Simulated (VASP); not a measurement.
## SnSe: single point with PBEsol

The system is SnSe.

```
CELL_PARAMETERS angstrom
0.00000 3.01000 3.16050
3.01000 0.00000 3.16050
3.01000 3.01000 0.00000
ATOMIC_POSITIONS crystal
Sn 0.00000 0.00000 0.00000
Se 0.50000 0.50000 0.50000
```

```json
{"Program": "VASP 6.6.1", "Task": "single point", "Functional": "PBEsol", "Potentials or basis": "VASP PAW PBE potentials, release 64 (Sn_d, Se)", "Cutoff": "520 eV", "k mesh": "6 × 6 × 6", "Occupations": "fermi-dirac, width 0.05 eV", "Spin": "no spin polarisation", "Dipole correction": "no", "Further INCAR settings": "ALGO = Normal; EDIFF = 1e-06; NBANDS = 17"}
```

```yaml
Pressure: -4.0 GPa
Band_gap_on_the_k_mesh: 0.49 eV, direct
```

Stress tensor (GPa, compression positive):
```
-2.71  0.00  0.00
 0.00 -2.71  0.00
 0.00  0.00 -6.62
```

Levels at points of the mesh, in eV from the valence-band top:
```
           k point  band 7  band 8  band 9  band 10  band 11  band 12  band 13  band 14
(0.00, 0.00, 0.00)   -5.18   -2.14   -2.14    -1.71     3.50     4.54     4.54     5.70
(0.50, 0.00, 0.00)   -7.79   -1.81   -1.72     0.00     0.49     1.22     1.42     8.04
(0.50, 0.50, 0.00)   -5.83   -5.04   -3.31    -3.31     3.24     5.27     5.29     5.29
(0.50, 0.00, 0.50)   -6.01   -5.16   -3.66    -3.13     3.10     4.51     5.60     5.90
```

Wall time 58 s on 1 thread of Intel Xeon 6975P-C (shared host), peak memory 0.16 GiB.

Caveat: the PAW data sets were made with another functional, which shifts forces and pressure a little; spin-orbit coupling is left out, which moves the levels of the heavy elements. A k mesh can miss the band edges.
